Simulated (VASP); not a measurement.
# Li (Cmce) in VASP: relaxation of cell and atoms with PBE

Aim: the relaxation of cell and atoms of Li with PBE.

Program: VASP 6.6.1. These are calculated values, not measurements. Logs are shortened: lines on timing, memory, paths and dates and some standing lists are left out, and cuts for length are marked.

### Step 1. The cell of the first run

Symmetry: Cmce, No. 64, orthorhombic system. Conventional cell: a = 3.437 Å, b = 10.902 Å, c = 4.548 Å, α = 90.00°, β = 90.00°, γ = 90.00°. Li (site symmetry m) has 3 Li at 2.25 to 2.29 Å within 3.0 Å.

### Step 2. Relaxation of cell and atoms, PBE

INCAR

```
PREC = Accurate ; ENCUT = 600
EDIFF = 1E-6 ; ISMEAR = 0
SIGMA = 0.1 ; LREAL = F
LASPH = T ; NELM = 100
ALGO = Normal ; ISIF = 3
LWAVE = F ; LCHARG = F
GGA = PE ; IBRION = 2
NSW = 90 ; EDIFFG = -0.04
```

KPOINTS

```
regular mesh
0
Gamma
  6 6 4
```

POSCAR

```
Li
1.0
    1.7183423735     -5.4509350216      0.0000000000
    1.7183423735      5.4509350216      0.0000000000
    0.0000000000      0.0000000000      4.5476372181
Li
4
Direct
    0.0980000000      0.9020000000      0.9100000000
    0.5980000000      0.4020000000      0.5900000000
    0.9020000000      0.0980000000      0.0900000000
    0.4020000000      0.5980000000      0.4100000000
```

Potentials or basis: VASP PAW PBE potentials, release 64 (Li_sv).

Command:

```sh
cat potpaw_PBE.64/Li_sv/POTCAR > POTCAR
mpirun -np 1 vasp_std > vasp.out
```

OUTCAR:

```text
PREC = Accurate
   ENCUT = 600
   EDIFF = 1E-6
   ISMEAR = 0
   LREAL = F
   LASPH = T
   NELM = 100
   ISIF = 3
   GGA = PE
   IBRION = 2
   NSW = 90
   EDIFFG = -0.04

 ion  position               nearest neighbor table
   1  0.098  0.902  0.910-   2 2.25   2 2.25   3 2.29
   2  0.598  0.402  0.590-   1 2.25   1 2.25   4 2.29
   3  0.902  0.098  0.090-   4 2.25   4 2.25   1 2.29
   4  0.402  0.598  0.410-   3 2.25   3 2.25   2 2.29

  LATTYP: Found a base centered orthorhombic cell.
 ALAT       =     3.4366847470
 B/A-ratio  =     3.1722054380
 C/A-ratio  =     1.3232628399

  Lattice vectors:

 A1 = (   1.7183423735,  -5.4509350216,   0.0000000000)
 A2 = (   1.7183423735,   5.4509350216,   0.0000000000)
 A3 = (   0.0000000000,   0.0000000000,   4.5476372181)

Analysis of symmetry for initial positions (statically):
=====================================================================
 Subroutine PRICEL returns:
 Original cell was already a primitive cell.

 Routine SETGRP: Setting up the symmetry group for a
 base centered orthorhombic supercell.

 Subroutine GETGRP returns: Found  8 space group operations
 (whereof  4 operations were pure point group operations)
 out of a pool of  8 trial point group operations.

The static configuration has the point symmetry C_2h.
 The point group associated with its full space group is D_2h.

Analysis of symmetry for dynamics (positions and initial velocities):
=====================================================================
 Subroutine PRICEL returns:
 Original cell was already a primitive cell.

 Routine SETGRP: Setting up the symmetry group for a
 base centered orthorhombic supercell.

 Subroutine GETGRP returns: Found  8 space group operations
 (whereof  4 operations were pure point group operations)
 out of a pool of  8 trial point group operations.

The dynamic configuration has the point symmetry C_2h.
 The point group associated with its full space group is D_2h.

 Subroutine INISYM returns: Found  8 space group operations
 (whereof  4 operations are pure point group operations),
 and found     1 'primitive' translations

----------------------------------------------------------------------------------------

                                     Primitive cell

  volume of cell :      85.1915

  direct lattice vectors                    reciprocal lattice vectors
     1.718342374 -5.450935022  0.000000000     0.290978101 -0.091727382  0.000000000
     1.718342374  5.450935022  0.000000000     0.290978101  0.091727382  0.000000000
     0.000000000  0.000000000  4.547637218     0.000000000  0.000000000  0.219894409

  length of vectors
     5.715364653  5.715364653  4.547637218     0.305093703  0.305093703  0.219894409

  position of ions in fractional coordinates (direct lattice)
     0.098000000  0.902000000  0.910000000
     0.598000000  0.402000000  0.590000000
     0.902000000  0.098000000  0.090000000
     0.402000000  0.598000000  0.410000000

  ion indices of the primitive-cell ions
   primitive index   ion index
                 1           1
                 2           2
                 3           3
                 4           4

----------------------------------------------------------------------------------------

 KPOINTS: regular mesh

Automatic generation of k-mesh.
 Grid dimensions read from file:
 generate k-points for:    6    6    4

 Generating k-lattice:

  Cartesian coordinates                     Fractional coordinates (reciprocal lattice)
     0.048496350 -0.015287897  0.000000000     0.166666667  0.000000000  0.000000000
     0.048496350  0.015287897  0.000000000     0.000000000  0.166666667  0.000000000
     0.000000000  0.000000000  0.054973602     0.000000000  0.000000000  0.250000000

  Length of vectors
     0.050848951  0.050848951  0.054973602

  Shift w.r.t. Gamma in fractional coordinates (k-lattice)
     0.000000000  0.000000000  0.000000000

 Subroutine IBZKPT returns following result:
 ===========================================

 Found     39 irreducible k-points:

 Following reciprocal coordinates:
            Coordinates               Weight
  0.000000  0.000000  0.000000      1.000000
  0.166667  0.000000  0.000000      4.000000
  0.333333 -0.000000  0.000000      4.000000
  0.500000 -0.000000  0.000000      2.000000
  0.166667  0.166667  0.000000      2.000000
  0.333333  0.166667  0.000000      4.000000
[... 16 lines left out ...]
  0.333333  0.333333  0.250000      4.000000
  0.500000  0.333333  0.250000      8.000000
 [... further k-points ...]
   k-points           NKPTS =     39   k-points in BZ     NKDIM =     39   number of bands    NBANDS=     10
   number of dos      NEDOS =    301   number of ions     NIONS =      4
   total plane-waves  NPLWV =  82944
   dimension x,y,z NGX =    48 NGY =   48 NGZ =   36
   dimension x,y,z NGXF=    96 NGYF=   96 NGZF=   72
   ions per type =               4
   NGX,Y,Z   is equivalent  to a cutoff of  13.96, 13.96, 13.16 a.u.
   NGXF,Y,Z  is equivalent  to a cutoff of  27.92, 27.92, 26.32 a.u.
 SYSTEM =  unknown system
   PREC   = accura    normal or accurate (medium, high low for compatibility)
   ISTART =      0    job   : 0-new  1-cont  2-samecut
   ICHARG =      2    charge: 1-file 2-atom 10-const
   ISPIN  =      1    spin polarized calculation?
   LNONCOLLINEAR =      F non collinear calculations
   LSORBIT =      F    spin-orbit coupling
   LASPH  =      T    aspherical Exc in radial PAW
   ENCUT  =  600.0 eV  44.10 Ry    6.64 a.u.  11.42 11.42  9.08*2*pi/ulx,y,z
   NELM   =    100;   NELMIN=  2; NELMDL= -5     # of ELM steps
   EDIFF  = 0.1E-05   stopping-criterion for ELM
   LREAL  =      F    real-space projection
   EDIFFG = -.4E-01   stopping-criterion for IOM
   NSW    =     90    number of steps for IOM
   IBRION =      2    ionic relax: 0-MD 1-quasi-New 2-CG
   NFREE  =      1    steps in history (QN), initial steepest desc. (CG)
   ISIF   =      3    stress and relaxation
   ISYM   =      2    0-nonsym 1-usesym 2-fastsym
   POTIM  = 0.5000    time-step for ionic-motion
   TEBEG  =    0.0;   TEEND  =   0.0 temperature during run
   PSTRESS=    0.0 pullay stress
   NELECT =      12.0000    total number of electrons
   NUPDOWN=      -1.0000    fix difference up-down
   EMIN   =  10.00;   EMAX   =-10.00  energy-range for DOS
   EFERMI =   0.00;   METHOD = LEGACY
   ISMEAR =     0;   SIGMA  =   0.10  broadening in eV -4-tet -1-fermi 0-gaus
   EFERMI_NEDOS =   21; number of points for ismear=-14 and -15
   IALGO  =     38    algorithm
   IMIX   =      4    mixing-type and parameters
     AMIX     =   0.40;   BMIX     =  1.00
     AMIX_MAG =   1.60;   BMIX_MAG =  1.00
  volume/ion in A,a.u.               =      21.30       143.73
  Fermi-wavevector in a.u.,A,eV,Ry     =   0.851798  1.609664  9.871831  0.725559
  Thomas-Fermi vector in A             =   1.967986
   LORBIT       =      0    0 simple, 1 ext, 2 COOP (PROOUT), +10 PAW based schemes
   GGA     = PE    functional components
   LHFCALC =     F    Hartree Fock is set to
   AEXX    =    0.0000 exact exchange contribution
   IVDW    =     0    specifies the selected vdW correction
   LEPSILON=     F    determine dielectric tensor
   LRPA    =     F    only Hartree local field effects (RPA)
 conjugate gradient relaxation of ions
 non-spin polarized calculation
 Gauss-broadening in eV      SIGMA  =   0.10
  energy-cutoff  :      600.00
  volume of cell :       85.19
 maximum number of plane-waves:      2869
 NGX is ok and might be reduce to    48
   NGX = 23   NGY = 23   NGZ = 19

--------------------------------------- Ionic step        1  -------------------------------------------

 number of electron      11.9999988 magnetization

 Free energy of the ion-electron system (eV)
  ---------------------------------------------------
  ext. energy  EPLUGINS =         0.00000000
  ---------------------------------------------------
  free energy    TOTEN  =        -5.70759105 eV

  energy without entropy =       -5.70147820  energy(sigma->0) =       -5.70453462

------------------------ aborting loop because EDIFF is reached ----------------------------------------

  FORCE on cell =-STRESS in cart. coord.  units (eV):
  Direction    XX          YY          ZZ          XY          YZ          ZX
  --------------------------------------------------------------------------------------
  -------------------------------------------------------------------------------------
  Total        2.4266033      0.4469713      0.6417342      0.0000000      0.0000000      0.0000000
  in kB       45.6365545      8.4060832     12.0689438      0.0000000      0.0000000      0.0000000
  external PRESSURE =      22.0371938 kB  Pullay stress =       0.0000000 kB
[... 95 lines left out ...]
  FREE ENERGIE OF THE ION-ELECTRON SYSTEM (eV)
  ---------------------------------------------------
  free  energy   TOTEN  =        -6.8995847076 eV

  energy  without entropy=       -6.8963058028  energy(sigma->0) =       -6.89794526

 E-fermi :  -0.0164     XC(G=0):  -6.4078

 val. band max:       -0.0618622789   @ k =   0.1667   0.0000   0.2500
 cond. band min:       0.0123862822   @ k =   0.3333   0.1667   0.0000
 fundamental gap:      0.0742485611
 Fermi energy:        -0.0163994768

 k-point     1 :       0.0000    0.0000    0.0000
  band No.  band energies     occupation
      1     -47.2384      2.00000
      2     -47.2273      2.00000
      3     -47.2230      2.00000
      4     -47.2131      2.00000
      5      -3.2264      2.00000
      6      -0.2057      1.99257
      7       1.2132      0.00000
      8       1.8618      0.00000
      9       3.7569      0.00000
     10       4.3598      0.00000
[... 287 lines left out ...]
 k-point    24 :       0.5000    0.3333    0.2500
  band No.  band energies     occupation
      1     -47.2354      2.00000
      2     -47.2291      2.00000
      3     -47.2216      2.00000
      4     -47.2153      2.00000
      5      -2.0413      2.00000
      6      -1.3729      2.00000
      7       0.5480      0.00000
      8       1.3107      0.00000
      9       2.6034      0.00000
     10       4.7609      0.00000

 [... further k-points ...]

[... ionic steps 4 to 17 ...]

--------------------------------------- Ionic step       18  -------------------------------------------

 number of electron      11.9999979 magnetization

------------------------ aborting loop because EDIFF is reached ----------------------------------------
[... 71 lines left out ...]
--------------------------------------- Ionic step       20  -------------------------------------------

 number of electron      12.0000007 magnetization

 Free energy of the ion-electron system (eV)
  ---------------------------------------------------
  ext. energy  EPLUGINS =         0.00000000
  ---------------------------------------------------
  free energy    TOTEN  =        -7.47574199 eV

  energy without entropy =       -7.46597479  energy(sigma->0) =       -7.47085839

 E-fermi :   0.5966     XC(G=0):  -7.0560

 val. band max:        0.4979897342   @ k =   0.3333   0.3333   0.5000
 cond. band min:       0.6035624399   @ k =   0.3333   0.1667   0.5000
 fundamental gap:      0.1055727057
 Fermi energy:         0.5965551649

 k-point     1 :       0.0000    0.0000    0.0000
  band No.  band energies     occupation
      1     -45.9527      2.00000
      2     -45.9324      2.00000
      3     -45.9297      2.00000
      4     -45.9128      2.00000
      5      -2.9205      2.00000
      6       0.2338      2.00000
      7       0.7874      0.00695
      8       3.0268      0.00000
      9       3.8726      0.00000
     10       5.1166      0.00000
[... 330 lines left out ...]
  FREE ENERGIE OF THE ION-ELECTRON SYSTEM (eV)
  ---------------------------------------------------
  free  energy   TOTEN  =        -7.4757419891 eV

  energy  without entropy=       -7.4659747940  energy(sigma->0) =       -7.47085839

 reached required accuracy - stopping structural energy minimisation
```

It took 6.9 min on 1 thread of AMD EPYC 9R45 (Zen 5), shared host; peak memory 0.25 GiB.

What came out:

```
Free energy                           : -7.4757 eV
Relaxed volume                        : 20.14 Å³/atom
Relaxed cell                          : a = 5.464 Å, b = 5.464 Å, c = 4.875 Å, α = 90.00°, β = 90.00°, γ = 146.40°
Space group after relaxing (to 0.1 Å) : Fmmm (No. 69)
Energy gained by relaxing             : 442.0 meV/atom
Ionic steps                           : 20
Pressure after relaxing               : 0.0 GPa
Largest force after relaxing          : 0.035 eV/Å
Band gap on the k mesh                : zero (bands 6 and 7 overlap by 2.43 eV)
```

Forces in eV/Å, atoms in the order of the input:
```
Li   0.000  0.032  0.016
Li   0.000  0.032 -0.016
Li   0.000 -0.032 -0.016
Li   0.000 -0.032  0.016
```

The path:
```tsv
step	energy change (eV)	largest force (eV/Å)	pressure (GPa)	volume (Å³)
1	0.0000	1.5080	2.20	85.19
2	-0.4560	1.2525	0.97	88.84
3	-1.1920	0.6228	-1.51	100.23
4	-1.2738	0.4611	-2.07	104.55
5	-1.2857	0.4063	-2.26	106.38
6	-1.5149	0.2548	-1.85	97.91
7	-1.6490	0.1302	-1.05	88.11
8	-1.6532	0.1565	-0.79	86.03
9	-1.7042	0.1150	-0.20	81.60
10	-1.7148	0.0907	0.23	79.06
11	-1.7150	0.0872	0.32	78.64
12	-1.7252	0.0402	0.18	79.43
13	-1.7371	0.0615	-0.05	81.15
14	-1.7175	0.2349	-0.44	84.38
15	-1.7386	0.1069	-0.12	81.79
16	-1.7475	0.1105	-0.16	82.04
17	-1.7514	0.1211	-0.25	82.63
18	-1.7546	0.1173	-0.22	82.42
19	-1.7612	0.0919	-0.15	81.87
20	-1.7682	0.0353	0.04	80.56
```

Final structure:
```
Li
1.0
     1.57952   -5.23124    0.00000
     1.57952    5.23124    0.00000
     0.00000    0.00000    4.87472
Li
4
Direct
  0.13172 0.86827 0.99906
  0.63172 0.36827 0.50094
  0.86827 0.13172 0.00094
  0.36827 0.63172 0.49906
```

Caveat: the cutoff is under 1.25 times the usual one of these potentials, so pressure, stress and relaxed cells hold a basis-set (Pulay) error.
